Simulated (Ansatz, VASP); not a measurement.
**Two plane-wave programs on SnPt2Se3**

```xyz
6
Lattice="6.0304 0.0000 0.0000 -3.0152 5.2225 0.0000 0.0000 0.0000 4.6597" Properties=species:S:1:pos:R:3 pbc="T T T"
Sn    0.0000    0.0000    0.0000
Pt    0.0000    3.4816    0.0000
Pt    3.0152    1.7408    0.0000
Se    3.0152    0.0000    2.3299
Se    1.5076    2.6112    2.3299
Se   -1.5076    2.6112    2.3299
```

Change from the starting cell: species swapped into the CeAl3Pd2 type (P6/mmm, No. 191).

Alike in both runs: task relaxation of cell and atoms; functional PBE; k mesh 3 × 3 × 4; occupations gaussian, width 0.1 eV; no spin polarisation.

|  | VASP | Ansatz |
| --- | --- | --- |
| version | VASP 6.6.1 | Ansatz 0.2.0 |
| potentials or method | VASP PAW PBE potentials, release 64 (Sn_d, Pt, Se), cutoff 600 eV | scalar-relativistic, plane waves, PAW |
| valence electrons in the cell | 52 | 98 |

|  | VASP | Ansatz | Ansatz less VASP |
| --- | --- | --- | --- |
| gap on the k mesh at the Fermi level, each at its own relaxed structure (eV) | none | none | - |
| relaxed volume (Å³/atom) | 22.30 | 22.28 | -0.018 |
| relaxed cell length with the largest relative difference (Å) | 3.728 | 3.735 | +0.0069 |

A gap of «none» marks a metal or a gap that the smearing closes. VASP's potentials hold 52 valence electrons a cell and Ansatz's 98, so a difference there can come from the potentials and not from the codes.

The k mesh is coarse, so the values compare programs but aren't converged. Spin-orbit coupling is off throughout.
